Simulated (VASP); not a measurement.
# FeO (R-3m) in VASP: notebook

Runs on FeO. Level: PBE+U. Tasks: single point, relaxation of shape and atoms at fixed volume.

All numbers are computed with VASP 6.6.1; they aren't measurements. Logs are shortened: lines on timing, memory, paths and dates and some standing lists are left out, and cuts for length are marked.

### Step 1. The cell of the first run

The structure is trigonal, space group R-3m (No. 166). Conventional cell: a = 3.198 Å, b = 3.198 Å, c = 7.533 Å, α = 90.00°, β = 90.00°, γ = 120.00°. Within 3.2 Å of Fe (site symmetry -3m) lie 6 O at 2.23 Å and 12 Fe at 3.12 to 3.20 Å. Within 3.2 Å of O (site symmetry -3m) lie 6 Fe at 2.23 Å and 12 O at 3.12 to 3.20 Å.

### Step 2. Single point, PBE+U, collinear spin, ferromagnetic start (11.12 Å³/atom)

INCAR

```
ALGO     = Normal         # electronic algorithm
EDIFF    = 1E-7           # SCF threshold, eV
ENCUT    = 520            # plane-wave cutoff, eV
GGA      = PE             # functional
ISIF     = 2              # what is computed and relaxed
ISMEAR   = 0              # smearing method
ISPIN    = 2              # spin polarisation
LASPH    = True           # aspherical terms in the spheres
LCHARG   = False          # write CHGCAR
LDAU     = True           # DFT+U
LDAUJ    = 0 0          
LDAUL    = 2 -1           # shell
LDAUPRINT= 1            
LDAUTYPE = 2            
LDAUU    = 5.3 0          # U, eV
LMAXMIX  = 4              # l up to which the mixer works
LORBIT   = 11             # projections on sites
LREAL    = False          # projectors in reciprocal space
LWAVE    = False          # write WAVECAR
MAGMOM   = 3.9 0.17       # initial moments
NBANDS   = 18             # bands
NELM     = 150            # most SCF steps
PREC     = Accurate       # precision mode
SIGMA    = 0.02           # smearing width, eV
```

KPOINTS

```
k-points
0
Gamma
  12 12 12
```

POSCAR

```
FeO
1.0
    1.5990165872      0.9231926571      2.5110766541
   -1.5990165872      0.9231926571      2.5110766541
    0.0000000000     -1.8463853141      2.5110766542
Fe O
1 1
Direct
    0.0000000000      0.0000000000      0.0000000000
    0.5000000000      0.5000000000      0.5000000000
```

Potentials or basis: VASP PAW PBE potentials, release 64 (Fe, O).

Command:

```sh
cat potpaw_PBE.64/Fe/POTCAR potpaw_PBE.64/O/POTCAR > POTCAR
mpirun -np 1 vasp_std > vasp.out
```

OUTCAR:

```text
EDIFF = 1E-7
   ENCUT = 520
   GGA = PE
   ISIF = 2
   ISMEAR = 0
   ISPIN = 2
   LASPH = True
   LORBIT = 11
   LREAL = False
   NELM = 150
   PREC = Accurate

 ion  position               nearest neighbor table
   1  0.000  0.000  0.000-   2 2.23   2 2.23   2 2.23   2 2.23   2 2.23   2 2.23
   2  0.500  0.500  0.500-   1 2.23   1 2.23   1 2.23   1 2.23   1 2.23   1 2.23

  LATTYP: Found a trigonal (rhomboedric) cell.
 ALAT       =     3.1168324772
 COS(alpha) =     0.4736083249

  Lattice vectors:

 A1 = (   1.5990165872,   0.9231926571,   2.5110766541)
 A2 = (  -1.5990165872,   0.9231926571,   2.5110766541)
 A3 = (   0.0000000000,  -1.8463853141,   2.5110766542)

Analysis of symmetry for initial positions (statically):
=====================================================================
 Subroutine PRICEL returns:
 Original cell was already a primitive cell.

 Routine SETGRP: Setting up the symmetry group for a
 trigonal (rhombohedral) supercell.

 Subroutine GETGRP returns: Found 12 space group operations
 (whereof 12 operations were pure point group operations)
 out of a pool of 12 trial point group operations.

The static configuration has the point symmetry D_3d.

Analysis of symmetry for dynamics (positions and initial velocities):
=====================================================================
 Subroutine PRICEL returns:
 Original cell was already a primitive cell.

 Routine SETGRP: Setting up the symmetry group for a
 trigonal (rhombohedral) supercell.

 Subroutine GETGRP returns: Found 12 space group operations
 (whereof 12 operations were pure point group operations)
 out of a pool of 12 trial point group operations.

The dynamic configuration has the point symmetry D_3d.

Analysis of structural, dynamic, and magnetic symmetry:
=====================================================================
 Subroutine PRICEL returns:
 Original cell was already a primitive cell.

 Routine SETGRP: Setting up the symmetry group for a
 trigonal (rhombohedral) supercell.

 Subroutine GETGRP returns: Found 12 space group operations
 (whereof 12 operations were pure point group operations)
 out of a pool of 12 trial point group operations.

The overall configuration has the point symmetry D_3d.

 Subroutine INISYM returns: Found 12 space group operations
 (whereof 12 operations are pure point group operations),
 and found     1 'primitive' translations

----------------------------------------------------------------------------------------

                                     Primitive cell

  volume of cell :      22.2411

  direct lattice vectors                    reciprocal lattice vectors
     1.599016587  0.923192657  2.511076654     0.312692191  0.180532921  0.132745184
    -1.599016587  0.923192657  2.511076654    -0.312692191  0.180532921  0.132745184
     0.000000000 -1.846385314  2.511076654     0.000000000 -0.361065841  0.132745184

  length of vectors
     3.116832477  3.116832477  3.116832477     0.384694458  0.384694458  0.384694458

  position of ions in fractional coordinates (direct lattice)
     0.000000000  0.000000000  0.000000000
     0.500000000  0.500000000  0.500000000

  ion indices of the primitive-cell ions
   primitive index   ion index
                 1           1
                 2           2

----------------------------------------------------------------------------------------

 KPOINTS: k-points

Automatic generation of k-mesh.
 Grid dimensions read from file:
 generate k-points for:   12   12   12

 Generating k-lattice:

  Cartesian coordinates                     Fractional coordinates (reciprocal lattice)
     0.026057683  0.015044410  0.011062099     0.083333333 -0.000000000  0.000000000
    -0.026057683  0.015044410  0.011062099    -0.000000000  0.083333333  0.000000000
     0.000000000 -0.030088820  0.011062099     0.000000000  0.000000000  0.083333333

  Length of vectors
     0.032057871  0.032057871  0.032057871

  Shift w.r.t. Gamma in fractional coordinates (k-lattice)
     0.000000000  0.000000000  0.000000000

 Subroutine IBZKPT returns following result:
 ===========================================

 Found    189 irreducible k-points:

 Following reciprocal coordinates:
            Coordinates               Weight
  0.000000  0.000000  0.000000      1.000000
  0.083333  0.000000 -0.000000      6.000000
  0.166667  0.000000 -0.000000      6.000000
  0.250000  0.000000  0.000000      6.000000
  0.333333  0.000000 -0.000000      6.000000
  0.416667 -0.000000  0.000000      6.000000
[... 16 lines left out ...]
  0.500000  0.166667 -0.000000     12.000000
 -0.416667  0.166667  0.000000     12.000000
 [... further k-points ...]
   k-points           NKPTS =    189   k-points in BZ     NKDIM =    189   number of bands    NBANDS=     18
   number of dos      NEDOS =    301   number of ions     NIONS =      2
   total plane-waves  NPLWV =  13824
   dimension x,y,z NGX =    24 NGY =   24 NGZ =   24
   dimension x,y,z NGXF=    48 NGYF=   48 NGZF=   48
   ions per type =               1   1
   NGX,Y,Z   is equivalent  to a cutoff of  12.80, 12.80, 12.80 a.u.
   NGXF,Y,Z  is equivalent  to a cutoff of  25.60, 25.60, 25.60 a.u.
 SYSTEM =  unknown system
   PREC   = accura    normal or accurate (medium, high low for compatibility)
   ISTART =      0    job   : 0-new  1-cont  2-samecut
   ICHARG =      2    charge: 1-file 2-atom 10-const
   ISPIN  =      2    spin polarized calculation?
   LNONCOLLINEAR =      F non collinear calculations
   LSORBIT =      F    spin-orbit coupling
   LASPH  =      T    aspherical Exc in radial PAW
   ENCUT  =  520.0 eV  38.22 Ry    6.18 a.u.   5.80  5.80  5.80*2*pi/ulx,y,z
   NELM   =    150;   NELMIN=  2; NELMDL= -5     # of ELM steps
   EDIFF  = 0.1E-06   stopping-criterion for ELM
   LREAL  =      F    real-space projection
   EDIFFG = 0.1E-05   stopping-criterion for IOM
   NSW    =      0    number of steps for IOM
   IBRION =     -1    ionic relax: 0-MD 1-quasi-New 2-CG
   NFREE  =      0    steps in history (QN), initial steepest desc. (CG)
   ISIF   =      2    stress and relaxation
   ISYM   =      2    0-nonsym 1-usesym 2-fastsym
   POTIM  = 0.5000    time-step for ionic-motion
   TEBEG  =    0.0;   TEEND  =   0.0 temperature during run
   PSTRESS=    0.0 pullay stress
   NELECT =      14.0000    total number of electrons
   NUPDOWN=      -1.0000    fix difference up-down
   EMIN   =  10.00;   EMAX   =-10.00  energy-range for DOS
   EFERMI =   0.00;   METHOD = LEGACY
   ISMEAR =     0;   SIGMA  =   0.02  broadening in eV -4-tet -1-fermi 0-gaus
   EFERMI_NEDOS =   21; number of points for ismear=-14 and -15
   IALGO  =     38    algorithm
   IMIX   =      4    mixing-type and parameters
     AMIX     =   0.40;   BMIX     =  1.00
     AMIX_MAG =   1.60;   BMIX_MAG =  1.00
  volume/ion in A,a.u.               =      11.12        75.05
  Fermi-wavevector in a.u.,A,eV,Ry     =   1.403025  2.651332 26.782775  1.968478
  Thomas-Fermi vector in A             =   2.525728
   LORBIT       =     11    0 simple, 1 ext, 2 COOP (PROOUT), +10 PAW based schemes
 LDA+U is selected, type is set to LDAUTYPE =  2
   angular momentum for each species LDAUL =     2   -1
   U (eV)           for each species LDAUU =   5.3  0.0
   J (eV)           for each species LDAUJ =   0.0  0.0
   GGA     = PE    functional components
   LHFCALC =     F    Hartree Fock is set to
   AEXX    =    0.0000 exact exchange contribution
   IVDW    =     0    specifies the selected vdW correction
   LEPSILON=     F    determine dielectric tensor
   LRPA    =     F    only Hartree local field effects (RPA)
 spin polarized calculation
 Gauss-broadening in eV      SIGMA  =   0.02
  energy-cutoff  :      520.00
  volume of cell :       22.24
 maximum number of plane-waves:       611
   NGX = 11   NGY = 11   NGZ = 11

atom =   1  type =  1  l = 2

 onsite density matrix

spin component  1

  0.9842  0.0000  0.0000 -0.0187 -0.0000
  0.0000  0.9955 -0.0000  0.0000 -0.0187
  0.0000 -0.0000  0.9707 -0.0000  0.0000
 -0.0187  0.0000 -0.0000  0.9955 -0.0000
 -0.0000 -0.0187  0.0000 -0.0000  0.9842

spin component  2

  0.2392 -0.0000 -0.0000  0.1907 -0.0000
 -0.0000  0.3042 -0.0000  0.0000  0.1907
 -0.0000 -0.0000  0.0364  0.0000 -0.0000
  0.1907  0.0000  0.0000  0.3042 -0.0000
 -0.0000  0.1907 -0.0000 -0.0000  0.2392

 occupancies and eigenvectors

  o =  0.0364  v =  0.0000  0.0000  0.0000  0.0000  0.0000 -0.0000 -0.0000 -1.0000  0.0000  0.0000      0.0000  0.0000  0.0000  0.0000  0.0000  0.0000  0.0000  0.0000  0.0000  0.0000
  o =  0.0782  v =  0.0000  0.0000  0.0000  0.0000  0.0000 -0.0000 -0.6450  0.0000  0.0000  0.7642      0.0000  0.0000  0.0000  0.0000  0.0000  0.0000  0.0000  0.0000  0.0000  0.0000
  o =  0.0782  v =  0.0000  0.0000  0.0000  0.0000  0.0000  0.7642 -0.0000  0.0000 -0.6450  0.0000      0.0000  0.0000  0.0000  0.0000  0.0000  0.0000  0.0000  0.0000  0.0000  0.0000
  o =  0.4651  v =  0.0000  0.0000  0.0000  0.0000  0.0000 -0.6450 -0.0000  0.0000 -0.7642 -0.0000      0.0000  0.0000  0.0000  0.0000  0.0000  0.0000  0.0000  0.0000  0.0000  0.0000
  o =  0.4651  v =  0.0000  0.0000  0.0000  0.0000  0.0000  0.0000 -0.7642  0.0000  0.0000 -0.6450      0.0000  0.0000  0.0000  0.0000  0.0000  0.0000  0.0000  0.0000  0.0000  0.0000
  o =  0.9703  v =  0.8027 -0.0000  0.0000  0.5964 -0.0000  0.0000  0.0000  0.0000  0.0000  0.0000      0.0000  0.0000  0.0000  0.0000  0.0000  0.0000  0.0000  0.0000  0.0000  0.0000
  o =  0.9703  v =  0.0000  0.5964 -0.0000  0.0000  0.8027  0.0000  0.0000  0.0000  0.0000  0.0000      0.0000  0.0000  0.0000  0.0000  0.0000  0.0000  0.0000  0.0000  0.0000  0.0000
  o =  0.9707  v = -0.0000  0.0000  1.0000 -0.0000  0.0000  0.0000  0.0000  0.0000  0.0000  0.0000      0.0000  0.0000  0.0000  0.0000  0.0000  0.0000  0.0000  0.0000  0.0000  0.0000
  o =  1.0094  v =  0.0000  0.8027 -0.0000 -0.0000 -0.5964  0.0000  0.0000  0.0000  0.0000  0.0000      0.0000  0.0000  0.0000  0.0000  0.0000  0.0000  0.0000  0.0000  0.0000  0.0000
  o =  1.0094  v = -0.5964  0.0000 -0.0000  0.8027 -0.0000  0.0000  0.0000  0.0000  0.0000  0.0000      0.0000  0.0000  0.0000  0.0000  0.0000  0.0000  0.0000  0.0000  0.0000  0.0000

 number of electron      13.9999997 magnetization       4.0011597

 Free energy of the ion-electron system (eV)
  ---------------------------------------------------
  ext. energy  EPLUGINS =         0.00000000
  ---------------------------------------------------
  free energy    TOTEN  =       -12.46961625 eV

  energy without entropy =      -12.46929686  energy(sigma->0) =      -12.46945655

 E-fermi :   5.1752     XC(G=0): -11.5508

 val. band max:        5.1671933815   @ k =   0.4167   0.3333   0.3333
 cond. band min:       5.1754359932   @ k =   0.5000   0.1667  -0.0000
 fundamental gap:      0.0082426117
 Fermi energy:         5.1752090700

 spin component 1

 k-point     1 :       0.0000    0.0000    0.0000
  band No.  band energies     occupation
      1     -14.5037      1.00000
      2      -1.5505      1.00000
      3      -1.4049      1.00000
      4      -1.4049      1.00000
      5      -1.0917      1.00000
      6      -1.0917      1.00000
[... 10 lines left out ...]
     17      24.2867      0.00000
[... 977 lines left out ...]
      4       1.2108      1.00000
      5       5.3302      0.00000
      6       5.4845      0.00000
[... 10 lines left out ...]
     17      30.3601      0.00000
     18      31.7007      0.00000

 [... further k-points ...]

------------------------ aborting loop because EDIFF is reached ----------------------------------------

  FORCE on cell =-STRESS in cart. coord.  units (eV):
  Direction    XX          YY          ZZ          XY          YZ          ZX
  --------------------------------------------------------------------------------------
  -------------------------------------------------------------------------------------
  Total       -1.9255918     -1.9255918     -1.5215856      0.0000000      0.0000000      0.0000000
  in kB     -138.7133528   -138.7133528   -109.6100683      0.0000000      0.0000000      0.0000000
  external PRESSURE =    -129.0122580 kB  Pullay stress =       0.0000000 kB

 VOLUME and BASIS-vectors are now :
 -----------------------------------------------------------------------------
  energy-cutoff  :      520.00
  volume of cell :       22.24
      direct lattice vectors                 reciprocal lattice vectors
     1.599016587  0.923192657  2.511076654     0.312692191  0.180532921  0.132745184
    -1.599016587  0.923192657  2.511076654    -0.312692191  0.180532921  0.132745184
     0.000000000 -1.846385314  2.511076654     0.000000000 -0.361065841  0.132745184

 POSITION                                       TOTAL-FORCE (eV/Angst)
 -----------------------------------------------------------------------------------
      0.00000      0.00000      0.00000         0.000000      0.000000      0.000000
      0.00000      0.00000      3.76661        -0.000000      0.000000     -0.000000
 -----------------------------------------------------------------------------------
    total drift:                               -0.000000      0.000000     -0.000000

  FREE ENERGIE OF THE ION-ELECTRON SYSTEM (eV)
  ---------------------------------------------------
  free  energy   TOTEN  =       -12.4696162489 eV

  energy  without entropy=      -12.4692968590  energy(sigma->0) =      -12.46945655

 total charge

# of ion       s       p       d       tot
------------------------------------------
    1        0.269   0.304   6.033   6.605
    2        1.553   3.412   0.000   4.966
--------------------------------------------------
tot          1.822   3.716   6.033  11.571

 magnetization (x)

# of ion       s       p       d       tot
------------------------------------------
    1        0.027   0.019   3.801   3.847
    2        0.016   0.140   0.000   0.156
--------------------------------------------------
tot          0.043   0.159   3.801   4.003
```

It took 85 s on 1 thread of Intel Xeon 6975P-C (Granite Rapids), shared host; peak memory 0.23 GiB.

What came out:

| Quantity | Value |
| --- | --- |
| Free energy | -12.4696 eV |
| Pressure | -12.9 GPa |
| Band gap on the k mesh | zero (filled and empty bands overlap) |
| Net moment | 4.00 μB per cell |
| Site moments | Fe +3.85; O +0.16 μB |
| Valence electrons inside the program's atomic spheres | Fe 6.61; O 4.97 |

Eigenvalues of the final occupation matrices:
```csv
site,spin,trace,eigenvalues
site 1 d,1,4.93,0.97 0.97 0.97 1.01 1.01
site 1 d,2,1.12,0.04 0.08 0.08 0.47 0.47
```

Caveat: the cell stands under tension; a cell with one magnetic atom can't hold antiferromagnetic order, which such compounds often take. The state reached can hang on the start; a lower one may exist.

### Step 3. Relaxation of shape and atoms at fixed volume, PBE+U, collinear spin, ferromagnetic start (11.44 Å³/atom)

This run uses another cell than the first one, of 11.44 Å³/atom.

INCAR

```
  PREC = Accurate
  ENCUT = 600
  EDIFF = 1E-6
  ISMEAR = 0
  SIGMA = 0.02
  LREAL = False
  LASPH = True
  NELM = 150
  ALGO = Normal
  ISIF = 4
  LWAVE = False
  LCHARG = False
  ISPIN = 2
  MAGMOM = 3.9 0.17
  LORBIT = 11
  LMAXMIX = 4
  LDAU = True
  LDAUTYPE = 2
  LDAUL = 2 -1
  LDAUU = 5.3 0
  LDAUJ = 0 0
  LDAUPRINT = 1
  GGA = PE
  IBRION = 2
  NSW = 50
  EDIFFG = -0.01
```

KPOINTS

```
regular mesh
0
Gamma
  12 12 12
```

POSCAR

```
FeO
1.0
    1.6143926900      0.9320700542      2.5352231033
   -1.6143926900      0.9320700542      2.5352231033
    0.0000000000     -1.8641401082      2.5352231033
Fe O
1 1
Direct
    0.0000000000      0.0000000000      0.0000000000
    0.5000000000      0.5000000000      0.5000000000
```

Potentials or basis: VASP PAW PBE potentials, release 64 (Fe, O).

Command:

```sh
cat potpaw_PBE.64/Fe/POTCAR potpaw_PBE.64/O/POTCAR > POTCAR
mpirun -np 1 vasp_std > vasp.out
```

It took 2.8 min on 1 thread of Intel Xeon 6975P-C (Granite Rapids), shared host; peak memory 0.27 GiB.

It converged, with:

```
Free energy                                           : -12.4187 eV
Energy gained by relaxing                             : 1.9 meV/atom
Ionic steps                                           : 4
Pressure after relaxing                               : -16.0 GPa
Band gap on the k mesh                                : zero (filled and empty bands overlap)
Net moment                                            : 4.00 μB per cell
Site moments                                          : Fe +3.85; O +0.15 μB
Valence electrons inside the program's atomic spheres : Fe 6.57; O 4.95
```

The path:
| step | energy change (eV) | largest force (eV/Å) | pressure (GPa) | volume (Å³) |
| --- | --- | --- | --- | --- |
| 1 | 0.0000 | 0.0000 | -16.05 | 22.89 |
| 2 | -0.0023 | 0.0000 | -15.99 | 22.89 |
| 3 | -0.0037 | 0.0000 | -15.98 | 22.89 |
| 4 | -0.0038 | 0.0000 | -16.00 | 22.89 |

Final structure:
```
Fe O
1.0
     1.60009    0.92381    2.58074
    -1.60009    0.92381    2.58074
     0.00000   -1.84763    2.58074
Fe O
1 1
Direct
  0.00000 0.00000 0.00000
  0.50000 0.50000 0.50000
```

Levels at points of the mesh, in eV from the Fermi level:
Spin up:
| k point | band 5 | band 6 | band 7 | band 8 | band 9 | band 10 | band 11 | band 12 | band 13 |
| --- | --- | --- | --- | --- | --- | --- | --- | --- | --- |
| (0.00, 0.00, 0.00) | -6.20 | -6.20 | -3.10 | -3.10 | -3.02 | -0.52 | 14.37 | 14.37 | 14.49 |
| (0.50, 0.00, 0.00) | -6.18 | -5.75 | -4.51 | -1.70 | -1.67 | 3.79 | 7.23 | 11.55 | 11.61 |
| (0.50, 0.50, 0.00) | -5.91 | -5.80 | -5.48 | -4.16 | -4.08 | 4.23 | 8.05 | 8.85 | 13.20 |
| (0.50, 0.50, 0.50) | -5.67 | -5.67 | -4.80 | -1.70 | -1.70 | 3.67 | 7.41 | 11.41 | 11.41 |
Spin down:
```
           k point  band 1  band 2  band 3  band 4  band 5  band 6  band 7  band 8  band 9  band 10
(0.00, 0.00, 0.00)  -19.17   -2.81   -2.81   -2.74   -0.78   -0.78    0.23    1.86    2.27     2.27
(0.50, 0.00, 0.00)  -18.28   -6.95   -4.12   -3.84    0.30    0.32    2.79    3.98    3.99     4.23
(0.50, 0.50, 0.00)  -18.17   -5.98   -3.86   -3.77   -1.39    0.33    2.41    2.79    2.91     5.77
(0.50, 0.50, 0.50)  -18.26   -6.73   -3.93   -3.93    0.09    0.09    2.73    4.04    4.04     4.15
```

Eigenvalues of the final occupation matrices:
```tsv
site	spin	trace	eigenvalues
site 1 d	1	4.92	0.97 0.97 0.97 1.01 1.01
site 1 d	2	1.12	0.03 0.07 0.07 0.47 0.47
```

Caveat: a cell with one magnetic atom can't hold antiferromagnetic order, which such compounds often take.
